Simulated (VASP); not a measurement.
# LiH (Cmcm) in VASP: further runs

Runs on LiH. Level: PBEsol. Tasks: single point, relaxation of cell and atoms.

Everything below comes from runs of VASP 6.6.1. Logs are shortened: lines on timing, memory, paths and dates and some standing lists are left out, and cuts for length are marked.

## (1) The cell of the first run

Symmetry: Cmcm, No. 63, orthorhombic system. Conventional cell: a = 2.709 Å, b = 9.281 Å, c = 2.794 Å, α = 90.00°, β = 90.00°, γ = 90.00°. Within 2.6 Å of Li (site symmetry m2m) lie 5 H at 1.95 to 1.96 Å. Within 2.6 Å of H (site symmetry m2m) lie 5 Li at 1.95 to 1.96 Å.

## (2) Single point, PBEsol

INCAR reads:

```
SYSTEM = LiH
PREC = Accurate
ENCUT = 520
EDIFF = 1E-6
ISMEAR = -1
SIGMA = 0.03
LREAL = .FALSE.
LASPH = .TRUE.
NELM = 60
ALGO = Normal
ISIF = 2
LWAVE = .FALSE.
LCHARG = .TRUE.
GGA = PS
LELF = .TRUE.
LVHAR = .TRUE.
NBANDS = 12
```

KPOINTS reads:

```
Automatic mesh
0
G
  8 8 8
  0 0 0
```

POSCAR reads:

```
LiH
1.0
    1.3544288036     -4.6403198085      0.0000000000
    1.3544288036      4.6403198085      0.0000000000
    0.0000000000      0.0000000000      2.7935469353
Li H
2 2
Direct
    0.3537050235      0.6462949765      0.7500000000
    0.6462949765      0.3537050235      0.2500000000
    0.8573763722      0.1426236278      0.2500000000
    0.1426236278      0.8573763722      0.7500000000
```

Potentials or basis: VASP PAW PBE potentials, release 64 (Li_sv, H).

On the command line:

```
cat potpaw_PBE.64/Li_sv/POTCAR potpaw_PBE.64/H/POTCAR > POTCAR
mpirun -np 1 vasp_std > vasp.out
```

OUTCAR:

```text
SYSTEM = LiH
   PREC = Accurate
   ENCUT = 520
   EDIFF = 1E-6
   ISMEAR = -1
   LREAL = .FALSE.
   LASPH = .TRUE.
   NELM = 60
   ISIF = 2
   GGA = PS

 ion  position               nearest neighbor table
   1  0.354  0.646  0.750-
   2  0.646  0.354  0.250-
   3  0.857  0.143  0.250-
   4  0.143  0.857  0.750-

  LATTYP: Found a base centered orthorhombic cell.
 ALAT       =     2.7088576072
 B/A-ratio  =     3.4260344997
 C/A-ratio  =     1.0312638538

  Lattice vectors:

 A1 = (   1.3544288036,  -4.6403198085,   0.0000000000)
 A2 = (   1.3544288036,   4.6403198085,   0.0000000000)
 A3 = (   0.0000000000,   0.0000000000,   2.7935469353)

Analysis of symmetry for initial positions (statically):
=====================================================================
 Subroutine PRICEL returns:
 Original cell was already a primitive cell.

 Routine SETGRP: Setting up the symmetry group for a
 base centered orthorhombic supercell.

 Subroutine GETGRP returns: Found  8 space group operations
 (whereof  4 operations were pure point group operations)
 out of a pool of  8 trial point group operations.

The static configuration has the point symmetry C_2h.
 The point group associated with its full space group is D_2h.

Analysis of symmetry for dynamics (positions and initial velocities):
=====================================================================
 Subroutine PRICEL returns:
 Original cell was already a primitive cell.

 Routine SETGRP: Setting up the symmetry group for a
 base centered orthorhombic supercell.

 Subroutine GETGRP returns: Found  8 space group operations
 (whereof  4 operations were pure point group operations)
 out of a pool of  8 trial point group operations.

The dynamic configuration has the point symmetry C_2h.
 The point group associated with its full space group is D_2h.

 Subroutine INISYM returns: Found  8 space group operations
 (whereof  4 operations are pure point group operations),
 and found     1 'primitive' translations

----------------------------------------------------------------------------------------

                                     Primitive cell

  volume of cell :      35.1148

  direct lattice vectors                    reciprocal lattice vectors
     1.354428804 -4.640319809  0.000000000     0.369159308 -0.107751194  0.000000000
     1.354428804  4.640319809  0.000000000     0.369159308  0.107751194  0.000000000
     0.000000000  0.000000000  2.793546935     0.000000000  0.000000000  0.357967853

  length of vectors
     4.833947177  4.833947177  2.793546935     0.384563278  0.384563278  0.357967853

  position of ions in fractional coordinates (direct lattice)
     0.353705023  0.646294977  0.750000000
     0.646294977  0.353705023  0.250000000
     0.857376372  0.142623628  0.250000000
     0.142623628  0.857376372  0.750000000

  ion indices of the primitive-cell ions
   primitive index   ion index
                 1           1
                 2           2
                 3           3
                 4           4

----------------------------------------------------------------------------------------

 KPOINTS: Automatic mesh

Automatic generation of k-mesh.
 Grid dimensions read from file:
 generate k-points for:    8    8    8

 Generating k-lattice:

  Cartesian coordinates                     Fractional coordinates (reciprocal lattice)
     0.046144914 -0.013468899  0.000000000     0.125000000  0.000000000  0.000000000
     0.046144914  0.013468899  0.000000000     0.000000000  0.125000000  0.000000000
     0.000000000  0.000000000  0.044745982     0.000000000  0.000000000  0.125000000

  Length of vectors
     0.048070410  0.048070410  0.044745982

  Shift w.r.t. Gamma in fractional coordinates (k-lattice)
     0.000000000  0.000000000  0.000000000

 Subroutine IBZKPT returns following result:
 ===========================================

 Found    105 irreducible k-points:

 Following reciprocal coordinates:
            Coordinates               Weight
  0.000000  0.000000  0.000000      1.000000
  0.125000  0.000000  0.000000      4.000000
  0.250000  0.000000  0.000000      4.000000
  0.375000  0.000000  0.000000      4.000000
  0.500000  0.000000  0.000000      2.000000
  0.125000  0.125000  0.000000      2.000000
[... 16 lines left out ...]
  0.125000  0.000000  0.125000      8.000000
  0.250000  0.000000  0.125000      8.000000
 [... further k-points ...]
   k-points           NKPTS =    105   k-points in BZ     NKDIM =    105   number of bands    NBANDS=     12
   number of dos      NEDOS =    301   number of ions     NIONS =      4
   total plane-waves  NPLWV =  31104
   dimension x,y,z NGX =    36 NGY =   36 NGZ =   24
   dimension x,y,z NGXF=    72 NGYF=   72 NGZF=   48
   ions per type =               2   2
   NGX,Y,Z   is equivalent  to a cutoff of  12.38, 12.38, 14.28 a.u.
   NGXF,Y,Z  is equivalent  to a cutoff of  24.76, 24.76, 28.57 a.u.
 SYSTEM =  LiH
   PREC   = accura    normal or accurate (medium, high low for compatibility)
   ISTART =      0    job   : 0-new  1-cont  2-samecut
   ICHARG =      2    charge: 1-file 2-atom 10-const
   ISPIN  =      1    spin polarized calculation?
   LNONCOLLINEAR =      F non collinear calculations
   LSORBIT =      F    spin-orbit coupling
   LASPH  =      T    aspherical Exc in radial PAW
   ENCUT  =  520.0 eV  38.22 Ry    6.18 a.u.   8.99  8.99  5.19*2*pi/ulx,y,z
   NELM   =     60;   NELMIN=  2; NELMDL= -5     # of ELM steps
   EDIFF  = 0.1E-05   stopping-criterion for ELM
   LREAL  =      F    real-space projection
   EDIFFG = 0.1E-04   stopping-criterion for IOM
   NSW    =      0    number of steps for IOM
   IBRION =     -1    ionic relax: 0-MD 1-quasi-New 2-CG
   NFREE  =      0    steps in history (QN), initial steepest desc. (CG)
   ISIF   =      2    stress and relaxation
   ISYM   =      2    0-nonsym 1-usesym 2-fastsym
   POTIM  = 0.5000    time-step for ionic-motion
   TEBEG  =    0.0;   TEEND  =   0.0 temperature during run
   PSTRESS=    0.0 pullay stress
   NELECT =       8.0000    total number of electrons
   NUPDOWN=      -1.0000    fix difference up-down
   EMIN   =  10.00;   EMAX   =-10.00  energy-range for DOS
   EFERMI =   0.00;   METHOD = LEGACY
   ISMEAR =    -1;   SIGMA  =   0.03  broadening in eV -4-tet -1-fermi 0-gaus
   EFERMI_NEDOS =   21; number of points for ismear=-14 and -15
   IALGO  =     38    algorithm
   IMIX   =      4    mixing-type and parameters
     AMIX     =   0.40;   BMIX     =  1.00
     AMIX_MAG =   1.60;   BMIX_MAG =  1.00
  volume/ion in A,a.u.               =       8.78        59.24
  Fermi-wavevector in a.u.,A,eV,Ry     =   0.999865  1.889471 13.602159  0.999731
  Thomas-Fermi vector in A             =   2.132184
   LORBIT       =      0    0 simple, 1 ext, 2 COOP (PROOUT), +10 PAW based schemes
   GGA     = PS    functional components
   LHFCALC =     F    Hartree Fock is set to
   AEXX    =    0.0000 exact exchange contribution
   IVDW    =     0    specifies the selected vdW correction
   LEPSILON=     F    determine dielectric tensor
   LRPA    =     F    only Hartree local field effects (RPA)
 non-spin polarized calculation
  energy-cutoff  :      520.00
  volume of cell :       35.11
 maximum number of plane-waves:       964
   NGX = 17   NGY = 17   NGZ = 11

 number of electron       8.0000005 magnetization

 Free energy of the ion-electron system (eV)
  ---------------------------------------------------
  ext. energy  EPLUGINS =         0.00000000
  ---------------------------------------------------
  free energy    TOTEN  =       -11.91748640 eV

  energy without entropy =      -11.91748640  energy(sigma->0) =      -11.91748640

 E-fermi :   0.8006     XC(G=0):  -8.2282

 val. band max:        0.1313111827   @ k =   0.2500   0.2500   0.5000
 cond. band min:       1.4368487803   @ k =   0.0000   0.0000   0.0000
 fundamental gap:      1.3055375976
 Fermi energy:         0.8006420877

 k-point     1 :       0.0000    0.0000    0.0000
  band No.  band energies     occupation
      1     -43.9837      2.00000
      2     -43.9304      2.00000
      3      -5.4412      2.00000
      4      -1.1704      2.00000
      5       1.4368      0.00000
      6      11.1597      0.00000
      7      13.1221      0.00000
      8      14.0529      0.00000
      9      14.7053      0.00000
     10      14.8822      0.00000
     11      16.1842      0.00000
     12      16.6486      0.00000

 k-point     2 :       0.1250    0.0000    0.0000
  band No.  band energies     occupation
      1     -43.9777      2.00000
      2     -43.9285      2.00000
      3      -5.2308      2.00000
      4      -1.2466      2.00000
      5       1.9216      0.00000
      6      10.6546      0.00000
      7      11.4904      0.00000
      8      11.5810      0.00000
      9      14.9577      0.00000
     10      15.5373      0.00000
     11      16.3570      0.00000
     12      18.5152      0.00000

 k-point     3 :       0.2500    0.0000    0.0000
  band No.  band energies     occupation
      1     -43.9625      2.00000
      2     -43.9249      2.00000
      3      -4.6243      2.00000
      4      -1.3889      2.00000
      5       3.0896      0.00000
      6       7.8957      0.00000
      7       9.0506      0.00000
      8      12.4749      0.00000
      9      14.6256      0.00000
     10      15.5240      0.00000
     11      16.8790      0.00000
     12      17.0476      0.00000
[... 286 lines left out ...]
 k-point    23 :       0.1250    0.0000    0.1250
  band No.  band energies     occupation
      1     -43.9729      2.00000
      2     -43.9274      2.00000
      3      -5.0456      2.00000
      4      -1.2122      2.00000
      5       2.1990      0.00000
      6       8.9314      0.00000
      7      11.4785      0.00000
      8      12.2712      0.00000
      9      13.1285      0.00000
     10      15.8731      0.00000
     11      16.9896      0.00000
     12      17.6252      0.00000

 k-point    24 :       0.2500    0.0000    0.1250
  band No.  band energies     occupation
      1     -43.9583      2.00000
      2     -43.9235      2.00000
      3      -4.4205      2.00000
      4      -1.2548      2.00000
      5       3.3704      0.00000
      6       7.4799      0.00000
      7       8.7763      0.00000
      8      11.6942      0.00000
      9      13.0729      0.00000
     10      16.1845      0.00000
     11      16.7962      0.00000
     12      16.8925      0.00000

 [... further k-points ...]
[... 5 lines left out ...]
  --------------------------------------------------------------------------------------
  -------------------------------------------------------------------------------------
  Total       -0.0320131     -0.0380542     -0.0316765      0.0000000     -0.0000000      0.0000000
  in kB       -1.4606558     -1.7362934     -1.4452989      0.0000000     -0.0000000      0.0000000
  external PRESSURE =      -1.5474160 kB  Pullay stress =       0.0000000 kB

 VOLUME and BASIS-vectors are now :
 -----------------------------------------------------------------------------
  energy-cutoff  :      520.00
  volume of cell :       35.11
      direct lattice vectors                 reciprocal lattice vectors
     1.354428804 -4.640319809  0.000000000     0.369159308 -0.107751194  0.000000000
     1.354428804  4.640319809  0.000000000     0.369159308  0.107751194  0.000000000
     0.000000000  0.000000000  2.793546935     0.000000000  0.000000000  0.357967853

 POSITION                                       TOTAL-FORCE (eV/Angst)
 -----------------------------------------------------------------------------------
      1.35443      1.35771      2.09516         0.000000     -0.006755      0.000000
      1.35443     -1.35771      0.69839         0.000000      0.006755     -0.000000
      1.35443     -3.31668      0.69839         0.000000     -0.000000     -0.000000
      1.35443      3.31668      2.09516         0.000000      0.000000     -0.000000
 -----------------------------------------------------------------------------------
    total drift:                                0.000000      0.000000      0.000000

  FREE ENERGIE OF THE ION-ELECTRON SYSTEM (eV)
  ---------------------------------------------------
  free  energy   TOTEN  =       -11.9174863988 eV

  energy  without entropy=      -11.9174863988  energy(sigma->0) =      -11.91748640
```

It took 77 s on 1 thread of AMD EPYC 9755, shared host; peak memory 0.14 GiB.

Results:

```
Free energy            : -11.9175 eV
Largest force          : 0.007 eV/Å
Band gap on the k mesh : 1.31 eV (least direct gap 2.61 eV)
```

Forces on the atoms (eV/Å):
```
Li   0.000 -0.007  0.000
Li   0.000  0.007  0.000
H    0.000  0.000  0.000
H    0.000  0.000  0.000
```

Levels at points of the mesh, in eV from the valence-band top:
| k point | band 1 | band 2 | band 3 | band 4 | band 5 | band 6 | band 7 | band 8 | band 9 |
| --- | --- | --- | --- | --- | --- | --- | --- | --- | --- |
| (0.00, 0.00, 0.00) | -44.12 | -44.06 | -5.57 | -1.30 | 1.31 | 11.03 | 12.99 | 13.92 | 14.57 |
| (0.50, 0.00, 0.00) | -44.06 | -44.06 | -3.19 | -2.19 | 3.76 | 5.90 | 8.92 | 10.37 | 14.84 |
| (0.50, 0.50, 0.00) | -44.11 | -44.07 | -4.68 | -3.87 | 6.65 | 7.67 | 11.92 | 12.12 | 13.66 |
| (0.00, 0.00, 0.50) | -44.07 | -44.07 | -3.02 | -3.02 | 5.76 | 5.76 | 7.31 | 7.31 | 15.85 |
| (0.50, 0.00, 0.50) | -44.04 | -44.04 | 0.00 | 0.00 | 3.63 | 3.63 | 6.67 | 6.67 | 11.55 |
| (0.50, 0.50, 0.50) | -44.07 | -44.07 | -2.99 | -2.99 | 4.22 | 4.22 | 11.22 | 11.22 | 14.42 |

Caveat: the cutoff is under 1.25 times the usual one of these potentials, so pressure, stress and relaxed cells hold a basis-set (Pulay) error; the PAW data sets were made with another functional, which shifts forces and pressure a little. A k mesh can miss the band edges.

## (3) Relaxation of cell and atoms, PBEsol

This run uses another cell than the first one, of 8.10 Å³/atom.

INCAR reads:

```
PREC = Accurate
ENCUT = 600
EDIFF = 1E-6
ISMEAR = -1
SIGMA = 0.03
LREAL = F
LASPH = T
NELM = 100
ALGO = Normal
ISIF = 3
LWAVE = F
LCHARG = F
GGA = PS
IBRION = 2
NSW = 100
EDIFFG = -0.01
```

KPOINTS reads:

```
regular mesh
0
Gamma
  8 8 8
```

POSCAR reads:

```
LiH
1.0
    1.3687925700     -3.9166366800      0.0000000000
    1.3687925700      3.9166366800      0.0000000000
    0.0000000000      0.0000000000      3.0232358000
Li H
2 2
Direct
    0.3868549800      0.6131450200      0.7500000000
    0.6131450200      0.3868549800      0.2500000000
    0.8565043900      0.1434956100      0.2500000000
    0.1434956100      0.8565043900      0.7500000000
```

Potentials or basis: VASP PAW PBE potentials, release 64 (Li_sv, H).

On the command line:

```
cat potpaw_PBE.64/Li_sv/POTCAR potpaw_PBE.64/H/POTCAR > POTCAR
mpirun -np 1 vasp_std > vasp.out
```

Wall time 5.7 min (1 thread of AMD EPYC 9755, shared host); peak memory 0.15 GiB.

It converged, with:

```yaml
Free_energy: -11.9130 eV
Relaxed_volume: 8.57 Å³/atom
Relaxed_cell: a = 4.728 Å, b = 4.728 Å, c = 2.802 Å, α = 90.00°, β = 90.00°, γ = 146.82°
Space_group_after_relaxing_to_0.1_Å: Cmcm (No. 63)
Energy_gained_by_relaxing: 83.4 meV/atom
Ionic_steps: 13
Pressure_after_relaxing: 0.0 GPa
Largest_force_after_relaxing: 0.004 eV/Å
Band_gap_on_the_k_mesh: 1.42 eV (least direct gap 2.54 eV)
```

Forces in eV/Å, atoms in the order of the input:
```
Li   0.000  0.004  0.000
Li   0.000 -0.004  0.000
H    0.000  0.003  0.000
H    0.000 -0.003  0.000
```

Stress tensor (GPa, compression positive):
```
-0.10  0.00  0.00
 0.00  0.08  0.00
 0.00  0.00 -0.03
```

The path:
```
step  energy change (eV)  largest force (eV/Å)  pressure (GPa)  volume (Å³)
   1              0.0000                0.9158           -0.98        32.42
   2             -0.1189                0.6622           -0.66        32.18
   3             -0.2402                0.1728            0.38        31.66
   4             -0.2454                0.0584            0.74        31.52
   5             -0.2730                0.0299            0.69        31.71
   6             -0.3028                0.1785            0.73        32.11
   7             -0.3134                0.1428            0.45        32.54
   8             -0.3251                0.1258           -0.17        33.63
   9             -0.3306                0.0677            0.05        33.74
  10             -0.3322                0.0172            0.26        33.82
  11             -0.3332                0.0053            0.10        34.12
  12             -0.3332                0.0073            0.09        34.15
  13             -0.3334                0.0040           -0.02        34.28
```

Final structure:
```
Li H
1.0
     1.34997   -4.53161    0.00000
     1.34997    4.53161    0.00000
     0.00000    0.00000    2.80212
Li H
2 2
Direct
  0.35593 0.64407 0.75000
  0.64407 0.35593 0.25000
  0.85952 0.14048 0.25000
  0.14048 0.85952 0.75000
```

Levels at points of the mesh, in eV from the valence-band top:
| k point | band 2 | band 3 | band 4 | band 5 | band 6 | band 7 |
| --- | --- | --- | --- | --- | --- | --- |
| (0.00, 0.00, 0.00) | -44.03 | -5.62 | -1.13 | 1.42 | 10.86 | 13.18 |
| (0.50, 0.00, 0.00) | -44.03 | -3.22 | -2.07 | 3.76 | 6.00 | 9.14 |
| (0.50, 0.50, 0.00) | -44.04 | -4.62 | -3.94 | 7.04 | 8.13 | 11.89 |
| (0.00, 0.00, 0.50) | -44.04 | -3.05 | -3.05 | 5.88 | 5.88 | 7.47 |
| (0.50, 0.00, 0.50) | -44.01 | 0.00 | 0.00 | 3.65 | 3.65 | 6.66 |
| (0.50, 0.50, 0.50) | -44.04 | -3.02 | -3.02 | 4.24 | 4.24 | 11.54 |

Caveat: the cutoff is under 1.25 times the usual one of these potentials, so pressure, stress and relaxed cells hold a basis-set (Pulay) error; the PAW data sets were made with another functional, which shifts forces and pressure a little. A k mesh can miss the band edges.
